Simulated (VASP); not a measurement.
BeAs:

```
CELL_PARAMETERS angstrom
1.64668 0.95071 2.71305
-1.64668 0.95071 2.71305
0.00000 -1.90142 2.71305
ATOMIC_POSITIONS crystal
Be 0.50000 0.50000 0.50000
As 0.00000 0.00000 0.00000
```

* Program: VASP 6.6.1
* Task: relaxation of cell and atoms
* Functional: PBE
* Potentials or basis: VASP PAW PBE potentials, release 64 (Be, As)
* Cutoff: 600 eV
* k mesh: 6 × 6 × 6
* Occupations: gaussian, width 0.1 eV
* Spin: no spin polarisation

At the start: pressure 11.0 GPa; volume 12.74 Å³/atom.

Task: How do energy, volume and symmetry change on relaxing?

Result: Over 9 steps the energy falls by 48.0 meV/atom and the volume is 14.20 Å³/atom (+11.4 %); space group R-3m (No. 166, to 0.05 Å).

The path:
| step | energy change (eV) | largest force (eV/Å) | pressure (GPa) | volume (Å³) |
| --- | --- | --- | --- | --- |
| 1 | 0.0000 | 0.0000 | 10.96 | 25.48 |
| 2 | -0.0829 | 0.0000 | -1.50 | 28.84 |
| 3 | -0.0855 | 0.0000 | 0.08 | 28.26 |
| 4 | -0.0855 | 0.0000 | -0.08 | 28.31 |
| 5 | -0.0860 | 0.0000 | -0.07 | 28.32 |
| 6 | -0.0891 | 0.0000 | -0.11 | 28.34 |
| 7 | -0.0953 | 0.0000 | -0.37 | 28.38 |
| 8 | -0.0868 | 0.0000 | -0.46 | 28.44 |
| 9 | -0.0959 | 0.0000 | -0.43 | 28.40 |

Final structure:
```
Be As
1.0
     1.68247    0.97137    2.89593
    -1.68247    0.97137    2.89593
     0.00000   -1.94275    2.89593
Be As
1 1
Direct
  0.50000 0.50000 0.50000
  0.00000 0.00000 0.00000
```

Caveat: the k points lie up to 0.38 Å⁻¹ apart in the final cell.
